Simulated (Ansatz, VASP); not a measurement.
**One calculation of MgNb2O4, two programs**

Contents of INCAR:

```
ALGO = Normal
EDIFF = 1E-6
EDIFFG = -0.08
ENCUT = 600
GGA = PE
IBRION = 2
ISIF = 3
ISMEAR = 0
LASPH = True
LCHARG = False
LREAL = False
LWAVE = False
NELM = 100
NSW = 36
PREC = Accurate
SIGMA = 0.15
```

The input KPOINTS:

```
k-points
0
Gamma
  3 3 3
```

The input POSCAR:

```
MgNb2O4
1.0
    0.0000000000      4.3300000000      4.3300000000
    4.3300000000      0.0000000000      4.3300000000
    4.3300000000      4.3300000000      0.0000000000
Mg Nb O
2 4 8
Direct
    0.0000000000      0.0000000000      0.0000000000
    0.2500000000      0.2500000000      0.2500000000
    0.6250000000      0.6250000000      0.1250000000
    0.6250000000      0.6250000000      0.6250000000
    0.1250000000      0.6250000000      0.6250000000
    0.6250000000      0.1250000000      0.6250000000
    0.8650000000      0.4050000000      0.8650000000
    0.4050000000      0.8650000000      0.8650000000
    0.8650000000      0.8650000000      0.4050000000
    0.8650000000      0.8650000000      0.8650000000
    0.3850000000      0.3850000000      0.8450000000
    0.3850000000      0.8450000000      0.3850000000
    0.8450000000      0.3850000000      0.3850000000
    0.3850000000      0.3850000000      0.3850000000
```

Input for Ansatz:

```yaml
crystal:
  lattice:
    - [0.0, 4.33, 4.33]
    - [4.33, 0.0, 4.33]
    - [4.33, 4.33, 0.0]
  atoms:
    - { symbol: Mg, position: [0.0, 0.0, 0.0] }
    - { symbol: Mg, position: [0.25, 0.25, 0.25] }
    - { symbol: Nb, position: [0.625, 0.625, 0.125] }
    - { symbol: Nb, position: [0.625, 0.625, 0.625] }
    - { symbol: Nb, position: [0.125, 0.625, 0.625] }
    - { symbol: Nb, position: [0.625, 0.125, 0.625] }
    - { symbol: O, position: [0.865, 0.405, 0.865] }
    - { symbol: O, position: [0.405, 0.865, 0.865] }
    - { symbol: O, position: [0.865, 0.865, 0.405] }
    - { symbol: O, position: [0.865, 0.865, 0.865] }
    - { symbol: O, position: [0.385, 0.385, 0.845] }
    - { symbol: O, position: [0.385, 0.845, 0.385] }
    - { symbol: O, position: [0.845, 0.385, 0.385] }
    - { symbol: O, position: [0.385, 0.385, 0.385] }
basis:
  ecutwfc: 420
kpoints:
  mp_grid: { grid: [3, 3, 3] }
hamiltonian:
  xc: pbe
scf:
  occupations: { method: gaussian, width: 0.15 }
  lower_state_search: "off"
output:
  forces: true
  stress: true
  eigenvalues: true
relax:
  adjacent_minimum: "off"
  f_tol: 0.08
  max_steps: 16
  cell: { stress_tol: 0.8 }
```

Alike in both runs: task relaxation of cell and atoms; functional PBE; k mesh 3 × 3 × 3; occupations gaussian, width 0.15 eV; no spin polarisation.

|  | VASP | Ansatz |
| --- | --- | --- |
| version | VASP 6.6.1 | Ansatz 0.2.0 |
| potentials or method | VASP PAW PBE potentials, release 64 (Mg, Nb_sv, O), cutoff 600 eV | scalar-relativistic, plane waves, PAW |
| valence electrons in the cell | 104 | 120 |

|  | VASP | Ansatz | Ansatz less VASP |
| --- | --- | --- | --- |
| gap on the k mesh at the Fermi level, each at its own relaxed structure (eV) | none | none | - |
| relaxed volume (Å³/atom) | 11.80 | 11.80 | +0.001 |
| relaxed cell length with the largest relative difference (Å) | 6.159 | 6.160 | +0.0001 |

A gap of «none» marks a metal or a gap that the smearing closes. VASP's potentials hold 104 valence electrons a cell and Ansatz's 120, so a difference there can come from the potentials and not from the codes.

The k mesh is coarse, so the values compare programs but aren't converged.
